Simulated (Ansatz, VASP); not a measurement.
# WCl3F: VASP beside Ansatz

The input INCAR:

```
ALGO = Normal ; EDIFF = 1E-6
ENCUT = 520 ; GGA = PE
ISIF = 2 ; ISMEAR = 0
LASPH = T ; LCHARG = F
LREAL = F ; LWAVE = F
NBANDS = 29 ; NELM = 60
PREC = Accurate ; SIGMA = 0.1
```

File KPOINTS:

```
k-points
0
Gamma
  4 4 4
```

POSCAR

```
WCl3F
1.0
    4.7179406700      0.0000000000      0.0000000000
    0.0000000000      4.7179406700      0.0000000000
    0.0000000000      0.0000000000      4.7179406700
W Cl F
1 3 1
Direct
    0.5000000000      0.5000000000      0.5000000000
    0.0000000000      0.5000000000      0.5000000000
    0.5000000000      0.0000000000      0.5000000000
    0.5000000000      0.5000000000      0.0000000000
    0.0000000000      0.0000000000      0.0000000000
```

Input for Ansatz:

```yaml
crystal:
  lattice:
    - [4.71794067, 0.0, 0.0]
    - [0.0, 4.71794067, 0.0]
    - [0.0, 0.0, 4.71794067]
  atoms:
    - { symbol: W, position: [0.5, 0.5, 0.5] }
    - { symbol: Cl, position: [0.0, 0.5, 0.5] }
    - { symbol: Cl, position: [0.5, 0.0, 0.5] }
    - { symbol: Cl, position: [0.5, 0.5, 0.0] }
    - { symbol: F, position: [0.0, 0.0, 0.0] }
basis:
  ecutwfc: 420
kpoints:
  mp_grid: { grid: [4, 4, 4] }
hamiltonian:
  xc: pbe
scf:
  occupations: { method: gaussian, width: 0.1 }
  lower_state_search: "off"
output:
  forces: true
  stress: true
  eigenvalues: true
```

Change from the starting cell: species swapped into the TmBPd3 type (Pm-3m, No. 221).

Alike in both runs: task single point; functional PBE; k mesh 4 × 4 × 4; occupations gaussian, width 0.1 eV; no spin polarisation.

|  | VASP | Ansatz |
| --- | --- | --- |
| version | VASP 6.6.1 | Ansatz 0.2.0 |
| potentials or method | VASP PAW PBE potentials, release 64 (W_sv, Cl, F), cutoff 520 eV | scalar-relativistic, plane waves, PAW |
| valence electrons in the cell | 42 | 42 |

|  | VASP | Ansatz | Ansatz less VASP |
| --- | --- | --- | --- |
| gap on the k mesh at the Fermi level (eV) | none | none | - |
| pressure (GPa) | -2.4 | -2.3 | +0.03 |

A gap of «none» marks a metal or a gap that the smearing closes.

Spin-orbit coupling is off throughout.
